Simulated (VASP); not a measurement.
Set up this calculation in VASP 6.6.1, as the native input.

| Property | Result |
| --- | --- |
| Task | relaxation of cell and atoms |
| Functional | PBE |
| Potentials or basis | VASP PAW PBE potentials, release 64 (Si, C) |
| Cutoff | 600 eV |
| k mesh | 4 × 4 × 4 |
| Occupations | gaussian, width 0.1 eV |
| Spin | no spin polarisation |
| Dipole correction | no |
| Further INCAR settings | ALGO = Normal; EDIFF = 1e-06; IBRION = 2; EDIFFG = -0.04; NSW = 90; ISIF = 3 |

The structure of Si3C2 lies in POSCAR:

```
Si3C2
1.0
    4.2355113100      0.0000000000      0.0000000000
    0.0000000000      4.2355113100      0.0000000000
    0.0000000000      0.0000000000      4.2355113100
Si C
3 2
Direct
    0.0000000000      0.5000000000      0.5000000000
    0.5000000000      0.0000000000      0.5000000000
    0.5000000000      0.5000000000      0.0000000000
    0.5000000000      0.5000000000      0.5000000000
    0.0000000000      0.0000000000      0.0000000000
```

The cell was built from a structure type or drawn by symmetry, and may not be a known phase.

The input as run:

INCAR

```
PREC     = Accurate       # precision mode
ENCUT    = 600            # plane-wave cutoff, eV
EDIFF    = 1E-6           # SCF threshold, eV
ISMEAR   = 0              # smearing method
SIGMA    = 0.1            # smearing width, eV
LREAL    = False          # projectors in reciprocal space
LASPH    = True           # aspherical terms in the spheres
NELM     = 60             # most SCF steps
ALGO     = Normal         # electronic algorithm
ISIF     = 3              # what is computed and relaxed
LWAVE    = False          # write WAVECAR
LCHARG   = False          # write CHGCAR
GGA      = PE             # functional
IBRION   = 2              # ionic algorithm
NSW      = 90             # ionic steps
EDIFFG   = -0.04          # ionic threshold
```

KPOINTS

```
regular mesh
0
Gamma
  4 4 4
```

Potentials or basis: VASP PAW PBE potentials, release 64 (Si, C).

Launch:

```console
$ cat potpaw_PBE.64/Si/POTCAR potpaw_PBE.64/C/POTCAR > POTCAR
$ mpirun -np 1 vasp_std > vasp.out
```

Results of the run:

```yaml
Relaxed_volume: 12.90 Å³/atom
Relaxed_cell: a = 4.011 Å, b = 4.011 Å, c = 4.011 Å, α = 90.00°, β = 90.00°, γ = 90.00°
Space_group_after_relaxing_to_0.1_Å: Pm-3m (No. 221)
Energy_gained_by_relaxing: 100.8 meV/atom
Ionic_steps: 3
Pressure_after_relaxing: 0.1 GPa
Band_gap_on_the_k_mesh: zero (bands 10 and 11 overlap by 3.55 eV)
```

Caveat: the k points lie up to 0.39 Å⁻¹ apart in the final cell, too coarse for converged energies and pressures of a metal; the volume moved by over 15 % at a fixed basis, so the end points are rough.

Wall time 66 s on 1 thread of Intel Xeon 8259CL (shared host), peak memory 0.2 GiB.
